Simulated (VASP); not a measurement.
Crystal: Mo3C2.

```
CELL_PARAMETERS angstrom
3.04411 0.00000 0.00000
-1.52205 2.63628 0.00000
0.00000 0.00000 7.35794
ATOMIC_POSITIONS crystal
Mo 0.33333 0.66667 0.16146
Mo 0.66667 0.33333 0.83854
Mo 0.00000 0.00000 0.50000
C 0.33333 0.66667 0.68083
C 0.66667 0.33333 0.31916
```

- Program: VASP 6.6.1
- Task: relaxation of volume and atoms at fixed shape
- Functional: r2SCAN
- Potentials or basis: VASP PAW PBE potentials, release 64 (Mo_sv, C)
- Cutoff: 600 eV
- k mesh: 8 × 8 × 3
- Occupations: fermi-dirac, width 0.05 eV
- Spin: no spin polarisation

At the start: pressure -4.9 GPa; volume 11.81 Å³/atom.

Q: Where does the relaxation end?

A: Over 5 steps the energy falls by 2.8 meV/atom and the volume is 11.63 Å³/atom (-1.5 %); space group P-3m1 (No. 164, to 0.05 Å).

Step by step:
```
step  energy change (eV)  largest force (eV/Å)  pressure (GPa)  volume (Å³)
   1              0.0000                0.1900           -4.87        59.05
   2              0.0767                0.6241           13.49        56.03
   3             -0.0141                0.0401           -0.09        58.18
   4             -0.0141                0.0411            0.01        58.16
   5             -0.0142                0.0067            0.04        58.14
```

Final structure:
```yaml
crystal:
  lattice:
    - [3.02844, 0.00000, 0.00000]
    - [-1.51422, 2.62271, 0.00000]
    - [0.00000, 0.00000, 7.32006]
  atoms:
    - { symbol: Mo, position: [0.33333, 0.66667, 0.16167] }
    - { symbol: Mo, position: [0.66667, 0.33333, 0.83833] }
    - { symbol: Mo, position: [0.00000, 0.00000, 0.50000] }
    - { symbol: C, position: [0.33333, 0.66667, 0.68063] }
    - { symbol: C, position: [0.66667, 0.33333, 0.31937] }
```

Caveat: the PAW data sets were made with another functional, which shifts forces and pressure a little.
